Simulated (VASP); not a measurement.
# Si2Ni in VASP: notebook

Runs on Si2Ni. Level: PBEsol. Tasks: relaxation of the atoms, single point.

Program: VASP 6.6.1. These are calculated values, not measurements. Logs are shortened: lines on timing, memory, paths and dates and some standing lists are left out, and cuts for length are marked.

### Step 1. The cell of the first run

The cell holds a slab with vacuum, 9 atoms: a = 3.812 Å, b = 3.812 Å, c = 24.782 Å, α = 90.00°, β = 90.00°, γ = 120.00°.

### Step 2. Relaxation of the atoms, PBEsol

Contents of INCAR:

```
SYSTEM = Si2Ni
PREC = Accurate
ENCUT = 520
EDIFF = 1E-7
ISMEAR = 0
SIGMA = 0.1
LREAL = .FALSE.
LASPH = .TRUE.
NELM = 120
ALGO = Normal
ISIF = 2
LWAVE = .FALSE.
LCHARG = .FALSE.
LDIPOL = .TRUE.
IDIPOL = 3
DIPOL = 0.5 0.5 0.500
GGA = PS
IBRION = 2
NSW = 90
EDIFFG = -0.03
GGA_COMPAT = .FALSE.
NELMIN = 4
NELMDL = -8
```

Contents of KPOINTS:

```
Automatic mesh
0
G
  9 9 1
  0 0 0
```

Contents of POSCAR:

```
Si2Ni
1.0
    3.8123023701      0.0000000000      0.0000000000
   -1.9061511851      3.3015506994      0.0000000000
    0.0000000000      0.0000000000     24.7818296266
Si Ni
6 3
Selective dynamics
Direct
    0.0000000000      0.0000000000      0.3429932385  F F F
    0.3333333333      0.6666666667      0.4057959431  F F F
    0.6666666667      0.3333333333      0.4685986477  F F F
    0.0000000000      0.0000000000      0.5314013523  T T T
    0.3333333333      0.6666666667      0.5942040569  T T T
    0.6666666667      0.3333333333      0.6570067615  T T T
    0.6666666667      0.3333333333      0.3743945908  F F F
    0.3333333333      0.6666666667      0.5000000000  T T T
    0.0000000000      0.0000000000      0.6256054092  T T T
```

Potentials or basis: VASP PAW PBE potentials, release 64 (Si, Ni).

On the command line:

```bash
$ cat potpaw_PBE.64/Si/POTCAR potpaw_PBE.64/Ni/POTCAR > POTCAR
$ mpirun -np 1 vasp_std > vasp.out
```

OUTCAR:

```text
SYSTEM = Si2Ni
   PREC = Accurate
   ENCUT = 520
   EDIFF = 1E-7
   ISMEAR = 0
   LREAL = .FALSE.
   LASPH = .TRUE.
   NELM = 120
   ISIF = 2
   GGA = PS
   IBRION = 2
   NSW = 90
   EDIFFG = -0.03
   NELMIN = 4
   NELMDL = -8

 ion  position               nearest neighbor table
   1  0.000  0.000  0.343-   7 2.33   7 2.33   7 2.33   2 2.70   2 2.70   2 2.70
   2  0.333  0.667  0.406-   7 2.33   7 2.33   8 2.33   7 2.33   3 2.70   3 2.70   1 2.70   1 2.70
                             1 2.70   3 2.70
   3  0.667  0.333  0.469-   8 2.33   8 2.33   7 2.33   8 2.33   2 2.70   2 2.70   4 2.70   4 2.70
                             4 2.70   2 2.70
   4  0.000  0.000  0.531-   8 2.33   8 2.33   8 2.33   9 2.33   5 2.70   3 2.70   5 2.70   3 2.70
                             5 2.70   3 2.70
   5  0.333  0.667  0.594-   9 2.33   9 2.33   9 2.33   8 2.33   6 2.70   6 2.70   4 2.70   4 2.70
                             4 2.70   6 2.70
   6  0.667  0.333  0.657-   9 2.33   9 2.33   9 2.33   5 2.70   5 2.70   5 2.70
   7  0.667  0.333  0.374-   2 2.33   2 2.33   1 2.33   1 2.33   1 2.33   3 2.33   2 2.33
   8  0.333  0.667  0.500-   3 2.33   3 2.33   4 2.33   4 2.33   4 2.33   2 2.33   5 2.33   3 2.33

   9  0.000  0.000  0.626-   5 2.33   6 2.33   6 2.33   5 2.33   6 2.33   5 2.33   4 2.33

  LATTYP: Found a hexagonal cell.
 ALAT       =     3.8123023701
 C/A-ratio  =     6.5004890013

  Lattice vectors:

 A1 = (   3.8123023701,   0.0000000000,   0.0000000000)
 A2 = (  -1.9061511851,   3.3015506994,   0.0000000000)
 A3 = (   0.0000000000,   0.0000000000,  24.7818296266)

Analysis of symmetry for initial positions (statically):
=====================================================================
 Subroutine PRICEL returns:
 Original cell was already a primitive cell.

 Routine SETGRP: Setting up the symmetry group for a
 hexagonal supercell.

 Subroutine GETGRP returns: Found 12 space group operations
 (whereof  6 operations were pure point group operations)
 out of a pool of 24 trial point group operations.

The static configuration has the point symmetry C_3v.
 The point group associated with its full space group is D_3d.

Analysis of symmetry for dynamics (positions and initial velocities):
=====================================================================
 Subroutine PRICEL returns:
 Original cell was already a primitive cell.

 Routine SETGRP: Setting up the symmetry group for a
 hexagonal supercell.

 Subroutine GETGRP returns: Found 12 space group operations
 (whereof  6 operations were pure point group operations)
 out of a pool of 24 trial point group operations.

The dynamic configuration has the point symmetry C_3v.
 The point group associated with its full space group is D_3d.

Analysis of constrained symmetry for selective dynamics:
=====================================================================
 Subroutine PRICEL returns:
 Original cell was already a primitive cell.

 Routine SETGRP: Setting up the symmetry group for a
 hexagonal supercell.

 Subroutine GETGRP returns: Found  6 space group operations
 (whereof  6 operations were pure point group operations)
 out of a pool of 24 trial point group operations.

The constrained configuration has the point symmetry C_3v.

 Subroutine INISYM returns: Found  6 space group operations
 (whereof  6 operations are pure point group operations),
 and found     1 'primitive' translations

----------------------------------------------------------------------------------------

                                     Primitive cell

  volume of cell :     311.9167

  direct lattice vectors                    reciprocal lattice vectors
     3.812302370  0.000000000  0.000000000     0.262308679  0.151443987  0.000000000
    -1.906151185  3.301550699  0.000000000     0.000000000  0.302887973  0.000000000
     0.000000000  0.000000000 24.781829627     0.000000000  0.000000000  0.040352146

  length of vectors
     3.812302370  3.812302370 24.781829627     0.302887973  0.302887973  0.040352146

  position of ions in fractional coordinates (direct lattice)
     0.000000000  0.000000000  0.342993239
     0.333333333  0.666666667  0.405795943
     0.666666667  0.333333333  0.468598648
     0.000000000  0.000000000  0.531401352
     0.333333333  0.666666667  0.594204057
     0.666666667  0.333333333  0.657006761
     0.666666667  0.333333333  0.374394591
     0.333333333  0.666666667  0.500000000
     0.000000000  0.000000000  0.625605409

  ion indices of the primitive-cell ions
   primitive index   ion index
                 1           1
                 2           2
                 3           3
                 4           4
                 5           5
[... 39 lines left out ...]
  0.222222  0.111111  0.000000     12.000000
  0.333333  0.111111  0.000000     12.000000
  0.444444  0.111111  0.000000      6.000000
  0.222222  0.222222  0.000000      6.000000
  0.333333  0.222222  0.000000     12.000000
  0.333333  0.333333  0.000000      2.000000
   k-points           NKPTS =     12   k-points in BZ     NKDIM =     12   number of bands    NBANDS=     32
   number of dos      NEDOS =    301   number of ions     NIONS =      9
   total plane-waves  NPLWV = 150528
   dimension x,y,z NGX =    28 NGY =   28 NGZ =  192
   dimension x,y,z NGXF=    56 NGYF=   56 NGZF=  384
   ions per type =               6   3
   NGX,Y,Z   is equivalent  to a cutoff of  12.21, 12.21, 12.88 a.u.
   NGXF,Y,Z  is equivalent  to a cutoff of  24.42, 24.42, 25.76 a.u.
 SYSTEM =  Si2Ni
   PREC   = accura    normal or accurate (medium, high low for compatibility)
   ISTART =      0    job   : 0-new  1-cont  2-samecut
   ICHARG =      2    charge: 1-file 2-atom 10-const
   ISPIN  =      1    spin polarized calculation?
   LNONCOLLINEAR =      F non collinear calculations
   LSORBIT =      F    spin-orbit coupling
   LASPH  =      T    aspherical Exc in radial PAW
   ENCUT  =  520.0 eV  38.22 Ry    6.18 a.u.   7.09  7.09 46.08*2*pi/ulx,y,z
   NELM   =    120;   NELMIN=  4; NELMDL= -8     # of ELM steps
   EDIFF  = 0.1E-06   stopping-criterion for ELM
   LREAL  =      F    real-space projection
   EDIFFG = -.3E-01   stopping-criterion for IOM
   NSW    =     90    number of steps for IOM
   IBRION =      2    ionic relax: 0-MD 1-quasi-New 2-CG
   NFREE  =      1    steps in history (QN), initial steepest desc. (CG)
   ISIF   =      2    stress and relaxation
   ISYM   =      2    0-nonsym 1-usesym 2-fastsym
   POTIM  = 0.5000    time-step for ionic-motion
   TEBEG  =    0.0;   TEEND  =   0.0 temperature during run
   PSTRESS=    0.0 pullay stress
   NELECT =      54.0000    total number of electrons
   NUPDOWN=      -1.0000    fix difference up-down
   EMIN   =  10.00;   EMAX   =-10.00  energy-range for DOS
   EFERMI =   0.00;   METHOD = LEGACY
   ISMEAR =     0;   SIGMA  =   0.10  broadening in eV -4-tet -1-fermi 0-gaus
   EFERMI_NEDOS =   21; number of points for ismear=-14 and -15
   IALGO  =     38    algorithm
   IMIX   =      4    mixing-type and parameters
     AMIX     =   0.40;   BMIX     =  1.00
     AMIX_MAG =   1.60;   BMIX_MAG =  1.00
  volume/ion in A,a.u.               =      34.66       233.88
  Fermi-wavevector in a.u.,A,eV,Ry     =   0.912417  1.724217 11.326906  0.832504
  Thomas-Fermi vector in A             =   2.036810
   LORBIT       =      0    0 simple, 1 ext, 2 COOP (PROOUT), +10 PAW based schemes
   GGA     = PS    functional components
   LHFCALC =     F    Hartree Fock is set to
   AEXX    =    0.0000 exact exchange contribution
   IVDW    =     0    specifies the selected vdW correction
   LEPSILON=     F    determine dielectric tensor
   LRPA    =     F    only Hartree local field effects (RPA)
 conjugate gradient relaxation of ions
 non-spin polarized calculation
 Gauss-broadening in eV      SIGMA  =   0.10
  energy-cutoff  :      520.00
  volume of cell :      311.92
 maximum number of plane-waves:      8451
   NGX = 15   NGY = 15   NGZ = 93

--------------------------------------- Ionic step        1  -------------------------------------------

 number of electron      54.0000004 magnetization

 Free energy of the ion-electron system (eV)
  ---------------------------------------------------
  ext. energy  EPLUGINS =         0.00000000
  ---------------------------------------------------
  free energy    TOTEN  =       -54.93886526 eV

  energy without entropy =      -54.91618317  energy(sigma->0) =      -54.92752422

------------------------ aborting loop because EDIFF is reached ----------------------------------------

  FORCE on cell =-STRESS in cart. coord.  units (eV):
  Direction    XX          YY          ZZ          XY          YZ          ZX
  --------------------------------------------------------------------------------------
  -------------------------------------------------------------------------------------
  Total       -4.1343934     -4.1343934     -2.3559883      0.0000000      0.0000000      0.0000000
  in kB      -21.2365372    -21.2365372    -12.1016624      0.0000000      0.0000000      0.0000000
  external PRESSURE =     -18.1915790 kB  Pullay stress =       0.0000000 kB
[... 110 lines left out ...]
  FREE ENERGIE OF THE ION-ELECTRON SYSTEM (eV)
  ---------------------------------------------------
  free  energy   TOTEN  =       -54.9800528765 eV

  energy  without entropy=      -54.9571742971  energy(sigma->0) =      -54.96861359

[... ionic steps 4 to 8 ...]

--------------------------------------- Ionic step        9  -------------------------------------------

 number of electron      54.0000005 magnetization

------------------------ aborting loop because EDIFF is reached ----------------------------------------

 vacuum level on the upper side and lower side of the slab       (xc-potential included)         0.001        -0.023

  FORCE on cell =-STRESS in cart. coord.  units (eV):
  Direction    XX          YY          ZZ          XY          YZ          ZX
  --------------------------------------------------------------------------------------
  -------------------------------------------------------------------------------------
  Total       -3.3747843     -3.3747843     -1.7595333      0.0000000      0.0000000      0.0000000
  in kB      -17.3347639    -17.3347639     -9.0379389      0.0000000      0.0000000      0.0000000
  external PRESSURE =     -14.5691556 kB  Pullay stress =       0.0000000 kB
[... 24 lines left out ...]
  FREE ENERGIE OF THE ION-ELECTRON SYSTEM (eV)
  ---------------------------------------------------
  free  energy   TOTEN  =       -54.9874021179 eV

  energy  without entropy=      -54.9661869563  energy(sigma->0) =      -54.97679454

 dipolmoment           0.000000      0.000000     -0.000182 electrons x Angstroem

--------------------------------------- Ionic step       10  -------------------------------------------

 number of electron      54.0000002 magnetization

------------------------ aborting loop because EDIFF is reached ----------------------------------------
[... 38 lines left out ...]
--------------------------------------- Ionic step       11  -------------------------------------------

 number of electron      54.0000004 magnetization

 dipolmoment           0.000000      0.000000      0.001734 electrons x Angstroem

 Free energy of the ion-electron system (eV)
  ---------------------------------------------------
  ext. energy  EPLUGINS =         0.00000000
  ---------------------------------------------------
  free energy    TOTEN  =       -54.98752689 eV

  energy without entropy =      -54.96614197  energy(sigma->0) =      -54.97683443

 E-fermi :   1.1061     XC(G=0):  -5.1698

 val. band max:        1.0926491626   @ k =   0.3333   0.0000   0.0000
 cond. band min:       1.1403601793   @ k =   0.4444   0.1111   0.0000
 fundamental gap:      0.0477110167
 Fermi energy:         1.1061460030

 k-point     1 :       0.0000    0.0000    0.0000
  band No.  band energies     occupation
      1     -12.4258      2.00000
      2     -11.3522      2.00000
      3      -9.8633      2.00000
      4      -7.4052      2.00000
      5      -5.3673      2.00000
      6      -4.0143      2.00000
[... 409 lines left out ...]
     31       3.2680      0.00000
     32       3.3532      0.00000

------------------------ aborting loop because EDIFF is reached ----------------------------------------

 vacuum level on the upper side and lower side of the slab       (xc-potential included)        -0.050        -0.055

  FORCE on cell =-STRESS in cart. coord.  units (eV):
  Direction    XX          YY          ZZ          XY          YZ          ZX
  --------------------------------------------------------------------------------------
  -------------------------------------------------------------------------------------
  Total       -3.3620923     -3.3620923     -1.6336357      0.0000000     -0.0000000      0.0000000
  in kB      -17.2695705    -17.2695705     -8.3912590      0.0000000     -0.0000000      0.0000000
  external PRESSURE =     -14.3101334 kB  Pullay stress =       0.0000000 kB
[... 24 lines left out ...]
  FREE ENERGIE OF THE ION-ELECTRON SYSTEM (eV)
  ---------------------------------------------------
  free  energy   TOTEN  =       -54.9875268891 eV

  energy  without entropy=      -54.9661419720  energy(sigma->0) =      -54.97683443

 reached required accuracy - stopping structural energy minimisation

 vacuum level on the upper side and lower side of the slab         5.539         5.548
```

Wall time 19 min (1 thread of Intel Xeon Platinum 8488C (Sapphire Rapids), shared host); peak memory 0.48 GiB.

Results:

```
Free energy               : -54.9875 eV
Energy gained by relaxing : 5.4 meV/atom
Ionic steps               : 11
Band gap on the k mesh    : zero (bands 27 and 28 overlap by 1.55 eV)
```

The path:
| step | energy change (eV) | largest force on free atoms (eV/Å) | pressure (GPa) |
| --- | --- | --- | --- |
| 1 | 0.0000 | 0.6124 | -1.82 |
| 2 | -0.0305 | 0.3907 | -1.73 |
| 3 | -0.0412 | 0.2522 | -1.62 |
| 4 | -0.0460 | 0.1054 | -1.58 |
| 5 | -0.0469 | 0.0617 | -1.56 |
| 6 | -0.0475 | 0.0398 | -1.54 |
| 7 | -0.0478 | 0.0535 | -1.51 |
| 8 | -0.0481 | 0.0372 | -1.50 |
| 9 | -0.0485 | 0.0312 | -1.46 |
| 10 | -0.0485 | 0.0582 | -1.38 |
| 11 | -0.0487 | 0.0290 | -1.43 |

Final structure:
```xyz
9
Lattice="3.8123 0.0000 0.0000 -1.9062 3.3016 0.0000 0.0000 0.0000 24.7818" Properties=species:S:1:pos:R:3 pbc="T T T"
Si    0.0000    0.0000    8.5000
Si    0.0000    2.2010   10.0564
Si    1.9062    1.1005   11.6127
Si    0.0000    0.0000   13.1857
Si    0.0000    2.2010   14.7594
Si    1.9062    1.1005   16.1738
Ni    1.9062    1.1005    9.2782
Ni    0.0000    2.2010   12.4018
Ni    0.0000    0.0000   15.4784
```

Caveat: the PAW data sets were made with another functional, which shifts forces and pressure a little. Spin polarisation is off, so any magnetic state and its effect on volume and gap are missing.

### Step 3. Single point, PBEsol

This run uses another cell than the first one: it holds 12 atoms, not 9.

Contents of INCAR:

```
SYSTEM = Si2Ni
PREC = Accurate
ENCUT = 520
EDIFF = 1E-7
ISMEAR = 0
SIGMA = 0.1
LREAL = .FALSE.
LASPH = .TRUE.
NELM = 100
ALGO = Normal
ISIF = 2
LWAVE = .FALSE.
LCHARG = .TRUE.
LDIPOL = .TRUE.
IDIPOL = 3
DIPOL = 0.5 0.5 0.500
GGA = PS
LELF = .TRUE.
LVHAR = .TRUE.
LVACPOTAV = .TRUE.
NBANDS = 48
```

KPOINTS is that of step 2.

Contents of POSCAR:

```
Si2Ni
1.0
    3.8123023511      0.0000000000      0.0000000000
   -1.9061511756      3.3015506830      0.0000000000
    0.0000000000      0.0000000000     25.8945614231
Si Ni
8 4
Direct
    0.0000000000      0.0000000000      0.2896361084
    0.3333333333      0.6666666667      0.3497400774
    0.6666666667      0.3333333333      0.4098440465
    0.0000000000      0.0000000000      0.4699480155
    0.3333333333      0.6666666667      0.5300519845
    0.6666666667      0.3333333333      0.5901559535
    0.0000000000      0.0000000000      0.6502599226
    0.3333333333      0.6666666667      0.7103638916
    0.6666666667      0.3333333333      0.3196880929
    0.3333333333      0.6666666667      0.4398960310
    0.0000000000      0.0000000000      0.5601039690
    0.6666666667      0.3333333333      0.6803119071
```

Potentials or basis: VASP PAW PBE potentials, release 64 (Si, Ni).

On the command line:

```bash
$ cat potpaw_PBE.64/Si/POTCAR potpaw_PBE.64/Ni/POTCAR > POTCAR
$ mpirun -np 1 vasp_std > vasp.out
```

Wall time 11 min (1 thread of Intel Xeon 8259CL, shared host); peak memory 0.46 GiB.

The run converged. Its results:

| Property | Result |
| --- | --- |
| Free energy | -73.9339 eV |
| Largest force | 0.703 eV/Å |
| Band gap on the k mesh | zero (bands 36 and 37 overlap by 1.57 eV) |

Forces in eV/Å, atoms in the order of the input:
```
Si   0.000  0.000  0.703
Si   0.000  0.000 -0.598
Si   0.000  0.000 -0.310
Si   0.000  0.000  0.112
Si   0.000  0.000 -0.112
Si   0.000  0.000  0.310
Si   0.000  0.000  0.598
Si   0.000  0.000 -0.703
Ni   0.000  0.000  0.102
Ni   0.000  0.000  0.014
Ni   0.000  0.000 -0.014
Ni   0.000  0.000 -0.102
```

Levels at points of the mesh, in eV from the Fermi level:
```tsv
k point	band 32	band 33	band 34	band 35	band 36	band 37	band 38	band 39	band 40	band 41
(0.00, 0.00, 0.00)	-0.03	0.63	0.93	0.93	1.18	1.39	1.94	1.94	1.94	2.08
```

Caveat: the PAW data sets were made with another functional, which shifts forces and pressure a little. Spin polarisation is off, so any magnetic state and its effect on volume and gap are missing.

(Continued in part 2 of 2.)
